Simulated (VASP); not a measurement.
Runs of VASP 6.6.1 on InP. It takes space group Fm-3m (No. 225, cubic). Conventional cell: a = 5.491 Å, b = 5.491 Å, c = 5.491 Å, α = 90.00°, β = 90.00°, γ = 90.00°. Within 3.6 Å of In (site symmetry m-3m) lie 6 P at 2.75 Å. P (site symmetry m-3m) has 6 In at 2.75 Å within 3.6 Å. 

```csv
level,spin,k mesh,smearing,grid for exact exchange (PRECFOCK),share of exact exchange,screening parameter,gap on the mesh (eV),pressure (GPa)
PBE-based screened hybrid with 20 % exact exchange,off,4 × 4 × 4,fermi-dirac 0.02 eV,Normal,0.2,0.3 1/Å,none,0.3
PBE-based screened hybrid with 75 % exact exchange,off,4 × 4 × 4,fermi-dirac 0.02 eV,Normal,0.75,0.1 1/Å,none,(a)
r2SCAN,collinear,6 × 6 × 6,fermi-dirac 0.02 eV,-,-,-,none,0.7
HSE06,off,4 × 4 × 4,methfessel-paxton 0.001 eV,Normal,0.25,0.2079 1/Å,none,-0.4
r2SCAN,off,6 × 6 × 6,fermi-dirac 0.2 eV,-,-,-,none,0.7
```

Alike in all rows: task single point; potentials or basis VASP PAW PBE potentials, release 64 (In_d, P); cell as given; cutoff (eV) 520.

Fill in the values left out.

(a) -6.1.

Caveats: some runs use coarse meshes; the structure was generated, so it needn't be the stable form of InP; the PAW data sets were made with another functional, which shifts forces and pressure a little; spin-orbit coupling is left out, which moves the levels of the heavy elements; a moment this small can come from the mesh or the smearing (at least some runs).

A k mesh can miss the band edges, and the runs leave out spin-orbit coupling on In.

A gap of «none» marks levels without a gap at the run's occupations.
